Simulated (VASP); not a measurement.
# TiO2 (P4_2/mnm) in VASP: further runs

TiO2 is run at these levels: PBE; tasks: electric field gradients.

Everything below comes from runs of VASP 6.6.1. Logs are shortened: lines on timing, memory, paths and dates and some standing lists are left out, and cuts for length are marked.

**1. The cell of the first run**

It takes space group P4_2/mnm (No. 136, tetragonal). The conventional cell has a = 4.500 Å, b = 4.500 Å, c = 2.899 Å, α = 90.00°, β = 90.00°, γ = 90.00°. Ti (site symmetry mmm) has 6 O at 1.90 to 1.95 Å within 2.5 Å. Within 2.5 Å of O (site symmetry m2m) lie 3 Ti at 1.90 to 1.95 Å and 1 O at 2.47 Å.

**2. Electric field gradients, PBE (9.78 Å³/atom)**

INCAR reads:

```
PREC = Accurate ; ENCUT = 520
EDIFF = 1E-8 ; ISMEAR = -1
SIGMA = 0.05 ; LREAL = F
LASPH = T ; NELM = 80
ALGO = Normal ; ISIF = 2
LWAVE = F ; LCHARG = F
GGA = PE ; LEFG = T
NBANDS = 33
```

KPOINTS reads:

```
regular mesh
0
Gamma
  7 7 10
```

POSCAR reads:

```
TiO2
1.0
    4.5002185834      0.0000000000      0.0000000000
    0.0000000000      4.5002185834      0.0000000000
    0.0000000000      0.0000000000      2.8985952957
Ti O
2 4
Direct
    0.0000000000      0.0000000000      0.0000000000
    0.5000000000      0.5000000000      0.5000000000
    0.3060000000      0.3060000000      0.0000000000
    0.1940000000      0.8060000000      0.5000000000
    0.6940000000      0.6940000000      0.0000000000
    0.8060000000      0.1940000000      0.5000000000
```

Potentials or basis: VASP PAW PBE potentials, release 64 (Ti_sv, O).

Launch:

```bash
> cat potpaw_PBE.64/Ti_sv/POTCAR potpaw_PBE.64/O/POTCAR > POTCAR
> mpirun -np 1 vasp_std > vasp.out
```

OUTCAR:

```text
PREC = Accurate
   ENCUT = 520
   EDIFF = 1E-8
   ISMEAR = -1
   LREAL = F
   LASPH = T
   NELM = 80
   ISIF = 2
   GGA = PE

 ion  position               nearest neighbor table
   1  0.000  0.000  0.000-   4 1.90   6 1.90   4 1.90   6 1.90   5 1.95   3 1.95
   2  0.500  0.500  0.500-   3 1.90   5 1.90   3 1.90   5 1.90   4 1.95   6 1.95
   3  0.306  0.306  0.000-   2 1.90   2 1.90   1 1.95
   4  0.194  0.806  0.500-   1 1.90   1 1.90   2 1.95
   5  0.694  0.694  0.000-   2 1.90   2 1.90   1 1.95
   6  0.806  0.194  0.500-   1 1.90   1 1.90   2 1.95

  LATTYP: Found a simple tetragonal cell.
 ALAT       =     4.5002185834
 C/A-ratio  =     0.6441010013

  Lattice vectors:

 A1 = (   4.5002185834,   0.0000000000,   0.0000000000)
 A2 = (   0.0000000000,   4.5002185834,   0.0000000000)
 A3 = (   0.0000000000,   0.0000000000,   2.8985952957)

Analysis of symmetry for initial positions (statically):
=====================================================================
 Subroutine PRICEL returns:
 Original cell was already a primitive cell.

 Routine SETGRP: Setting up the symmetry group for a
 simple tetragonal supercell.

 Subroutine GETGRP returns: Found 16 space group operations
 (whereof  8 operations were pure point group operations)
 out of a pool of 16 trial point group operations.

The static configuration has the point symmetry D_2h.
 The point group associated with its full space group is D_4h.

Analysis of symmetry for dynamics (positions and initial velocities):
=====================================================================
 Subroutine PRICEL returns:
 Original cell was already a primitive cell.

 Routine SETGRP: Setting up the symmetry group for a
 simple tetragonal supercell.

 Subroutine GETGRP returns: Found 16 space group operations
 (whereof  8 operations were pure point group operations)
 out of a pool of 16 trial point group operations.

The dynamic configuration has the point symmetry D_2h.
 The point group associated with its full space group is D_4h.

 Subroutine INISYM returns: Found 16 space group operations
 (whereof  8 operations are pure point group operations),
 and found     1 'primitive' translations

[... 157 lines left out ...]
 k-point     1 :       0.0000    0.0000    0.0000
  band No.  band energies     occupation
      1     -51.1918      2.00000
      2     -51.1679      2.00000
      3     -27.5709      2.00000
      4     -27.5709      2.00000
      5     -27.3527      2.00000
      6     -27.3527      2.00000
[... 853 lines left out ...]
     32      11.4205      0.00000
     33      12.3655      0.00000

 [... further k-points ...]

------------------------ aborting loop because EDIFF is reached ----------------------------------------

  FORCE on cell =-STRESS in cart. coord.  units (eV):
  Direction    XX          YY          ZZ          XY          YZ          ZX
  --------------------------------------------------------------------------------------
  -------------------------------------------------------------------------------------
  Total        8.1891557      8.1891557      9.7975958      0.0000000      0.0000000      0.0000000
  in kB      223.5089469    223.5089469    267.4085569      0.0000000      0.0000000      0.0000000
  external PRESSURE =     238.1421502 kB  Pullay stress =       0.0000000 kB

 VOLUME and BASIS-vectors are now :
 -----------------------------------------------------------------------------
  energy-cutoff  :      520.00
  volume of cell :       58.70
      direct lattice vectors                 reciprocal lattice vectors
     4.500218583  0.000000000  0.000000000     0.222211429  0.000000000  0.000000000
     0.000000000  4.500218583  0.000000000     0.000000000  0.222211429  0.000000000
     0.000000000  0.000000000  2.898595296     0.000000000  0.000000000  0.344994695

 POSITION                                       TOTAL-FORCE (eV/Angst)
 -----------------------------------------------------------------------------------
      0.00000      0.00000      0.00000        -0.000000     -0.000000      0.000000
      2.25011      2.25011      1.44930        -0.000000     -0.000000      0.000000
      1.37707      1.37707      0.00000        -0.447974     -0.447974      0.000000
      0.87304      3.62718      1.44930         0.447974     -0.447974      0.000000
      3.12315      3.12315      0.00000         0.447974      0.447974      0.000000
      3.62718      0.87304      1.44930        -0.447974      0.447974      0.000000
 -----------------------------------------------------------------------------------
    total drift:                               -0.000000      0.000000      0.000000

  FREE ENERGIE OF THE ION-ELECTRON SYSTEM (eV)
  ---------------------------------------------------
  free  energy   TOTEN  =       -53.2947005318 eV

  energy  without entropy=      -53.2947005318  energy(sigma->0) =      -53.29470053

 Electric field gradients (V/A^2)
---------------------------------------------------------------------
 ion       V_xx      V_yy      V_zz      V_xy      V_xz      V_yz
---------------------------------------------------------------------
   1      13.997    13.997   -27.994     7.745     0.000     0.000
   2      13.997    13.997   -27.994    -7.745    -0.000     0.000
   3       1.533     1.533    -3.065    17.758     0.000     0.000
   4       1.533     1.533    -3.065   -17.758    -0.000    -0.000
   5       1.533     1.533    -3.065    17.758    -0.000    -0.000
   6       1.533     1.533    -3.065   -17.758     0.000     0.000
---------------------------------------------------------------------

 Electric field gradients after diagonalization (V/A^2)
 (convention: |V_zz| > |V_xx| > |V_yy|)
----------------------------------------------------------------------
 ion       V_xx      V_yy      V_zz     asymmetry (V_yy - V_xx)/ V_zz
----------------------------------------------------------------------
   1      21.742     6.252   -27.994       0.553
   2      21.742     6.252   -27.994       0.553
   3     -16.225    -3.065    19.290       0.682
   4     -16.225    -3.065    19.290       0.682
   5     -16.225    -3.065    19.290       0.682
   6     -16.225    -3.065    19.290       0.682
----------------------------------------------------------------------

           NMR quadrupolar parameters

 Cq : quadrupolar parameter    Cq=e*Q*V_zz/h
 eta: asymmetry parameters     (V_yy - V_xx)/ V_zz
 Q  : nuclear electric quadrupole moment in mb (millibarn)
----------------------------------------------------------------------
 ion       Cq(MHz)       eta       Q (mb)
----------------------------------------------------------------------
   1      -0.068       0.553       1.000
   2      -0.068       0.553       1.000
   3       0.047       0.682       1.000
   4       0.047       0.682       1.000
   5       0.047       0.682       1.000
   6       0.047       0.682       1.000
----------------------------------------------------------------------
```

OSZICAR:

```text
N       E                     dE             d eps       ncg     rms          rms(c)
DAV:   1     0.671359763739E+03    0.67136E+03   -0.24262E+04  3960   0.174E+03
DAV:   2     0.272430556683E+02   -0.64412E+03   -0.59363E+03  4336   0.526E+02
DAV:   3    -0.651429915439E+02   -0.92386E+02   -0.90618E+02  5332   0.192E+02
[... 12 lines left out ...]
DAV:  16    -0.532947005534E+02   -0.28169E-06   -0.66559E-07  4777   0.922E-03    0.194E-03
DAV:  17    -0.532947004929E+02    0.60487E-07   -0.21312E-07  5347   0.510E-03    0.640E-04
DAV:  18    -0.532947005094E+02   -0.16476E-07   -0.11800E-08  3056   0.101E-03    0.152E-04
DAV:  19    -0.532947005319E+02   -0.22493E-07   -0.28389E-09  2488   0.542E-04    0.153E-04
DAV:  20    -0.532947005318E+02    0.21828E-10   -0.10881E-09  2405   0.339E-04
   1 F= -.53294701E+02 E0= -.53294701E+02  d E =-.683140E-10
```

stdout:

```text
POSCAR found type information on POSCAR TiO
 POSCAR found :  2 types and       6 ions
 scaLAPACK will be used
 LDA part: xc-table for (Slater+PW92), standard interpolation
 POSCAR, INCAR and KPOINTS ok, starting setup
 FFT: planning ... GRIDC
 FFT: planning ... GRID_SOFT
 FFT: planning ... GRID
 WAVECAR not read
 entering main loop
ion   1

ion   2

ion   3

ion   4

ion   5

ion   6
```

It took 59 s on 1 thread of Intel Xeon 6975P-C (Granite Rapids), shared host; peak memory 0.22 GiB.

What came out:

* Free energy: -53.2947 eV
* Pressure: 23.8 GPa
* Largest force: 0.634 eV/Å
* Band gap on the k mesh: 2.06 eV
* Largest electric field gradient by atom: Ti -28.0; O +19.3 V/Å²

Forces in eV/Å, atoms in the order of the input:
```
Ti   0.000  0.000  0.000
Ti   0.000  0.000  0.000
O   -0.448 -0.448  0.000
O    0.448 -0.448  0.000
O    0.448  0.448  0.000
O   -0.448  0.448  0.000
```

Levels at points of the mesh, in eV from the valence-band top:
```tsv
k point	band 20	band 21	band 22	band 23	band 24	band 25	band 26	band 27	band 28	band 29
(0.00, 0.00, 0.00)	-2.00	-0.67	-0.42	-0.42	0.00	2.06	2.45	2.65	2.74	2.74
(0.00, 0.00, 0.50)	-2.78	-2.56	-2.56	-1.45	-1.45	3.22	3.22	3.47	3.47	4.03
```

Electric field gradients, principal values (V/Å²):
```tsv
atom	least	middle	greatest (by size)
1 Ti	6.252	21.742	-27.994
2 Ti	6.252	21.742	-27.994
3 O	-3.065	-16.225	19.290
4 O	-3.065	-16.225	19.290
5 O	-3.065	-16.225	19.290
6 O	-3.065	-16.225	19.290
```

Caveat: the cell stands under pressure; without QUAD_EFG the Cq values of the log hold for a quadrupole moment of 1 mb, not for the nuclei.

[end of part 1 of 2]
